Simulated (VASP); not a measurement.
Input of a VASP 6.6.1 run:

INCAR

```
SYSTEM = Nb
  PREC = Accurate
  ENCUT = 500
  EDIFF = 1E-6
  ISMEAR = 0
  SIGMA = 0.1
  LREAL = .False.
  LASPH = .True.
  NELM = 120
  ALGO = Normal
  ISIF = 2
  LWAVE = .False.
  LCHARG = .False.
  GGA = RP
  NBANDS = 20
  GGA_COMPAT = .False.
```

Contents of KPOINTS:

```
regular mesh
0
Gamma
  7 7 7
  0 0 0
```

The input POSCAR:

```
Nb
1.0
    0.0000000000      2.8549794911      2.8549794911
    2.8549794911      0.0000000000      2.8549794911
    2.8549794911      2.8549794911      0.0000000000
Nb
2
Direct
    1.0000000000      1.0000000000      1.0000000000
    0.2500000000      0.2500000000      0.2500000000
```

Potentials or basis: VASP PAW PBE potentials, release 64 (Nb_sv).

The run is started by

```bash
$ cat potpaw_PBE.64/Nb_sv/POTCAR > POTCAR
$ mpirun -np 1 vasp_std > vasp.out
```

(1) Predict the band gap on the k mesh.

(2) Estimate the pressure.

## Answers

(1) zero (bands 13 and 14 overlap by 1.41 eV).

(2) 10.0 GPa.

Caveat: the cell stands under pressure; the PAW data sets were made with another functional, which shifts forces and pressure a little.
